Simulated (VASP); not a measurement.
A run of VASP 6.6.1 is set up as follows.

INCAR

```
SYSTEM = P
ALGO = Normal
EDIFF = 1E-7
ENCUT = 520
GGA = PS
ISIF = 2
ISMEAR = 0
LASPH = .True.
LCHARG = .False.
LREAL = .False.
LWAVE = .False.
NBANDS = 18
NELM = 60
PREC = Accurate
SIGMA = 0.05
```

File KPOINTS:

```
k-points
0
Gamma
  8 1 6
  0 0 0
```

The input POSCAR:

```
P
1.0
    3.1195413340      0.0000000000      0.0000000000
    0.0000000000     33.1141794405      0.0000000000
    0.0000000000      0.0000000000      4.4004804745
P
4
Direct
    0.0000000000      0.9702614300      0.5921507200
    0.0000000000      0.0297385700      0.4078492800
    0.5000000000      0.0297385700      0.0921507200
    0.5000000000      0.9702614300      0.9078492800
```

Potentials or basis: VASP PAW PBE potentials, release 64 (P).

The run is started by

```console
$ cat potpaw_PBE.64/P/POTCAR > POTCAR
$ mpirun -np 1 vasp_std > vasp.out
```

Q: Estimate the largest force.

A: 1.880 eV/Å.

Q: What does it give for the band gap on the k mesh?

A: 0.70 eV (least direct gap 0.84 eV).

Forces on the atoms (eV/Å):
```
P    0.000 -1.320 -1.339
P    0.000  1.320  1.339
P    0.000  1.320 -1.339
P    0.000 -1.320  1.339
```

Caveat: the cell differs from its parent crystal (strain -0.050 along x and y, -0.050 along z); there is no dipole correction, which matters where the two faces differ; the PAW data sets were made with another functional, which shifts forces and pressure a little.
